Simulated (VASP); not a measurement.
# Hf (P6_3/mmc) in VASP: notebook, part 2 of 2

VASP 6.6.1.

### 3 Relaxation of cell and atoms, PBE

This run uses another cell than the first one, of 22.38 Å³/atom.

INCAR reads:

```
SYSTEM = Hf
PREC = Accurate ; ENCUT = 600
EDIFF = 1E-6 ; ISMEAR = 0
SIGMA = 0.1 ; LREAL = .FALSE.
LASPH = .TRUE. ; NELM = 80
ALGO = Fast ; ISIF = 3
LWAVE = .FALSE. ; LCHARG = .FALSE.
GGA = PE ; IBRION = 2
NSW = 80 ; EDIFFG = -0.01
```

KPOINTS reads:

```
regular mesh
0
G
  18 18 10
  0 0 0
```

POSCAR reads:

```
Hf
1.0
    3.1967000000      0.0000000000      0.0000000000
   -1.5983500000      2.7684234083      0.0000000000
    0.0000000000      0.0000000000      5.0578000000
Hf
2
Direct
    0.3333333333      0.6666666667      0.2500000000
    0.6666666667      0.3333333333      0.7500000000
```

Potentials or basis: VASP PAW PBE potentials, release 64 (Hf_pv).

Run with:

```
$ cat potpaw_PBE.64/Hf_pv/POTCAR > POTCAR
$ mpirun -np 1 vasp_std > vasp.out
```

OUTCAR:

```text
SYSTEM = Hf
   PREC = Accurate
   ENCUT = 600
   EDIFF = 1E-6
   ISMEAR = 0
   LREAL = .FALSE.
   LASPH = .TRUE.
   NELM = 80
   ISIF = 3
   GGA = PE
   IBRION = 2
   NSW = 80
   EDIFFG = -0.01

 ion  position               nearest neighbor table
   1  0.333  0.667  0.250-   2 3.13   2 3.13   2 3.13   2 3.13   2 3.13   2 3.13
   2  0.667  0.333  0.750-   1 3.13   1 3.13   1 3.13   1 3.13   1 3.13   1 3.13

  LATTYP: Found a hexagonal cell.
 ALAT       =     3.1967000000
 C/A-ratio  =     1.5821941377

  Lattice vectors:

 A1 = (   3.1967000000,   0.0000000000,   0.0000000000)
 A2 = (  -1.5983500000,   2.7684234083,   0.0000000000)
 A3 = (   0.0000000000,   0.0000000000,   5.0578000000)

Analysis of symmetry for initial positions (statically):
=====================================================================
 Subroutine PRICEL returns:
 Original cell was already a primitive cell.

 Routine SETGRP: Setting up the symmetry group for a
 hexagonal supercell.

 Subroutine GETGRP returns: Found 24 space group operations
 (whereof 12 operations were pure point group operations)
 out of a pool of 24 trial point group operations.

The static configuration has the point symmetry D_3d.
 The point group associated with its full space group is D_6h.

Analysis of symmetry for dynamics (positions and initial velocities):
=====================================================================
 Subroutine PRICEL returns:
 Original cell was already a primitive cell.

 Routine SETGRP: Setting up the symmetry group for a
 hexagonal supercell.

 Subroutine GETGRP returns: Found 24 space group operations
 (whereof 12 operations were pure point group operations)
 out of a pool of 24 trial point group operations.

The dynamic configuration has the point symmetry D_3d.
 The point group associated with its full space group is D_6h.

 Subroutine INISYM returns: Found 24 space group operations
 (whereof 12 operations are pure point group operations),
 and found     1 'primitive' translations

----------------------------------------------------------------------------------------

                                     Primitive cell

  volume of cell :      44.7606

  direct lattice vectors                    reciprocal lattice vectors
     3.196700000  0.000000000  0.000000000     0.312822598  0.180608211  0.000000000
    -1.598350000  2.768423408  0.000000000     0.000000000  0.361216423  0.000000000
     0.000000000  0.000000000  5.057800000     0.000000000  0.000000000  0.197714421

  length of vectors
     3.196700000  3.196700000  5.057800000     0.361216423  0.361216423  0.197714421

  position of ions in fractional coordinates (direct lattice)
     0.333333333  0.666666667  0.250000000
     0.666666667  0.333333333  0.750000000

  ion indices of the primitive-cell ions
   primitive index   ion index
                 1           1
                 2           2

----------------------------------------------------------------------------------------

 KPOINTS: regular mesh

Automatic generation of k-mesh.
 Grid dimensions read from file:
[... 52 lines left out ...]
   ions per type =               2
   NGX,Y,Z   is equivalent  to a cutoff of  14.56, 14.56, 13.15 a.u.
   NGXF,Y,Z  is equivalent  to a cutoff of  29.12, 29.12, 26.30 a.u.
 SYSTEM =  Hf
   PREC   = accura    normal or accurate (medium, high low for compatibility)
   ISTART =      0    job   : 0-new  1-cont  2-samecut
   ICHARG =      2    charge: 1-file 2-atom 10-const
   ISPIN  =      1    spin polarized calculation?
   LNONCOLLINEAR =      F non collinear calculations
   LSORBIT =      F    spin-orbit coupling
   LASPH  =      T    aspherical Exc in radial PAW
   ENCUT  =  600.0 eV  44.10 Ry    6.64 a.u.   6.38  6.38 10.10*2*pi/ulx,y,z
   NELM   =     80;   NELMIN=  2; NELMDL= -5     # of ELM steps
   EDIFF  = 0.1E-05   stopping-criterion for ELM
   LREAL  =      F    real-space projection
   EDIFFG = -.1E-01   stopping-criterion for IOM
   NSW    =     80    number of steps for IOM
   IBRION =      2    ionic relax: 0-MD 1-quasi-New 2-CG
   NFREE  =      1    steps in history (QN), initial steepest desc. (CG)
   ISIF   =      3    stress and relaxation
   ISYM   =      2    0-nonsym 1-usesym 2-fastsym
   POTIM  = 0.5000    time-step for ionic-motion
   TEBEG  =    0.0;   TEEND  =   0.0 temperature during run
   PSTRESS=    0.0 pullay stress
   NELECT =      20.0000    total number of electrons
   NUPDOWN=      -1.0000    fix difference up-down
   EMIN   =  10.00;   EMAX   =-10.00  energy-range for DOS
   EFERMI =   0.00;   METHOD = LEGACY
   ISMEAR =     0;   SIGMA  =   0.10  broadening in eV -4-tet -1-fermi 0-gaus
   EFERMI_NEDOS =   21; number of points for ismear=-14 and -15
   IALGO  =     68    algorithm
   IMIX   =      4    mixing-type and parameters
     AMIX     =   0.40;   BMIX     =  1.00
     AMIX_MAG =   1.60;   BMIX_MAG =  1.00
  volume/ion in A,a.u.               =      22.38       151.03
  Fermi-wavevector in a.u.,A,eV,Ry     =   1.251563  2.365112 21.312311  1.566411
  Thomas-Fermi vector in A             =   2.385505
   LORBIT       =      0    0 simple, 1 ext, 2 COOP (PROOUT), +10 PAW based schemes
   GGA     = PE    functional components
   LHFCALC =     F    Hartree Fock is set to
   AEXX    =    0.0000 exact exchange contribution
   IVDW    =     0    specifies the selected vdW correction
   LEPSILON=     F    determine dielectric tensor
   LRPA    =     F    only Hartree local field effects (RPA)
 conjugate gradient relaxation of ions
 non-spin polarized calculation
 RMM-DIIS sequential band-by-band and
 Gauss-broadening in eV      SIGMA  =   0.10
  energy-cutoff  :      600.00
  volume of cell :       44.76
 maximum number of plane-waves:      1522
 NGX is ok and might be reduce to    28
   NGX = 13   NGY = 13   NGZ = 21

--------------------------------------- Ionic step        1  -------------------------------------------

 number of electron      20.0000001 magnetization

 Free energy of the ion-electron system (eV)
  ---------------------------------------------------
  ext. energy  EPLUGINS =         0.00000000
  ---------------------------------------------------
  free energy    TOTEN  =       -19.85449616 eV

  energy without entropy =      -19.84743916  energy(sigma->0) =      -19.85096766

------------------------ aborting loop because EDIFF is reached ----------------------------------------

  FORCE on cell =-STRESS in cart. coord.  units (eV):
  Direction    XX          YY          ZZ          XY          YZ          ZX
  --------------------------------------------------------------------------------------
  -------------------------------------------------------------------------------------
  Total        0.1054036      0.1054036      0.0537299      0.0000000     -0.0000000      0.0000000
  in kB        3.7728546      3.7728546      1.9232282      0.0000000     -0.0000000      0.0000000
  external PRESSURE =       3.1563125 kB  Pullay stress =       0.0000000 kB
[... 239 lines left out ...]
--------------------------------------- Ionic step        8  -------------------------------------------

 number of electron      20.0000001 magnetization

 Free energy of the ion-electron system (eV)
  ---------------------------------------------------
  ext. energy  EPLUGINS =         0.00000000
  ---------------------------------------------------
  free energy    TOTEN  =       -19.85464463 eV

  energy without entropy =      -19.84757660  energy(sigma->0) =      -19.85111061

 E-fermi :   4.9076     XC(G=0): -11.2683

 val. band max:        4.9067976003   @ k =   0.1667  -0.0000   0.4000
 cond. band min:       4.9127952107   @ k =   0.1111  -0.0000   0.1000
 fundamental gap:      0.0059976104
 Fermi energy:         4.9076166922

 k-point     1 :       0.0000    0.0000    0.0000
  band No.  band energies     occupation
      1     -26.1842      2.00000
      2     -25.4477      2.00000
      3     -25.4477      2.00000
      4     -25.3248      2.00000
      5     -25.3205      2.00000
      6     -25.3205      2.00000
      7      -2.4741      2.00000
      8       1.2002      2.00000
      9       5.5353      0.00000
     10       6.0734      0.00000
     11       6.0734      0.00000
     12       6.3627      0.00000
     13       6.8941      0.00000
     14       6.8941      0.00000
[... 377 lines left out ...]
      1     -25.9731      2.00000
      2     -25.8341      2.00000
      3     -25.8232      2.00000
      4     -25.6480      2.00000
      5     -25.5424      2.00000
      6     -25.4487      2.00000
      7       1.6100      2.00000
      8       2.5277      2.00000
      9       2.7697      2.00000
     10       3.9408      2.00000
     11       5.4901      0.00000
     12       5.7929      0.00000
     13       6.5085      0.00000
     14       9.9655      0.00000

 [... further k-points ...]
[... 5 lines left out ...]
  --------------------------------------------------------------------------------------
  -------------------------------------------------------------------------------------
  Total        0.0062890      0.0062890     -0.0093681      0.0000000      0.0000000      0.0000000
  in kB        0.2244613      0.2244613     -0.3343581      0.0000000      0.0000000      0.0000000
  external PRESSURE =       0.0381882 kB  Pullay stress =       0.0000000 kB
[... 17 lines left out ...]
  FREE ENERGIE OF THE ION-ELECTRON SYSTEM (eV)
  ---------------------------------------------------
  free  energy   TOTEN  =       -19.8546446302 eV

  energy  without entropy=      -19.8475765988  energy(sigma->0) =      -19.85111061

 reached required accuracy - stopping structural energy minimisation
```

It took 5.2 min on 1 thread of AMD EPYC 9R45 (Zen 5), shared host; peak memory 0.28 GiB.

Results:

| Property | Result |
| --- | --- |
| Free energy | -19.8546 eV |
| Relaxed volume | 22.45 Å³/atom |
| Relaxed cell | a = 3.201 Å, b = 3.201 Å, c = 5.059 Å, α = 90.00°, β = 90.00°, γ = 120.00° |
| Space group after relaxing (to 0.1 Å) | P6_3/mmc (No. 194) |
| Energy gained by relaxing | 0.1 meV/atom |
| Ionic steps | 8 |
| Pressure after relaxing | 0.0 GPa |
| Band gap on the k mesh | zero (bands 10 and 11 overlap by 1.61 eV) |

Step by step:
| step | energy change (eV) | largest force (eV/Å) | pressure (GPa) | volume (Å³) |
| --- | --- | --- | --- | --- |
| 1 | 0.0000 | 0.0000 | 0.32 | 44.76 |
| 2 | 0.0000 | 0.0000 | -0.38 | 45.05 |
| 3 | -0.0001 | 0.0000 | -0.02 | 44.90 |
| 4 | -0.0001 | 0.0000 | -0.02 | 44.89 |
| 5 | -0.0001 | 0.0000 | -0.03 | 44.89 |
| 6 | -0.0001 | 0.0000 | 0.15 | 44.83 |
| 7 | -0.0001 | 0.0000 | 0.04 | 44.89 |
| 8 | -0.0001 | 0.0000 | 0.00 | 44.89 |

Final structure:
```
Hf
1.0
     3.20105    0.00000    0.00000
    -1.60052    2.77219    0.00000
     0.00000    0.00000    5.05865
Hf
2
Direct
  0.33333 0.66667 0.25000
  0.66667 0.33333 0.75000
```

Levels at points of the mesh, in eV from the Fermi level:
```csv
k point,band 8,band 9,band 10,band 11,band 12,band 13
"(0.00, 0.00, 0.00)",-3.71,0.63,1.17,1.17,1.46,1.99
"(0.50, 0.00, 0.00)",-2.75,-2.23,-0.82,0.77,0.86,1.67
"(0.00, 0.00, 0.50)",-5.41,0.14,0.14,1.05,1.05,1.05
"(0.50, 0.00, 0.50)",-3.41,-0.99,-0.99,1.15,1.15,2.62
```

Caveat: spin-orbit coupling is left out, which moves the levels of the heavy elements.
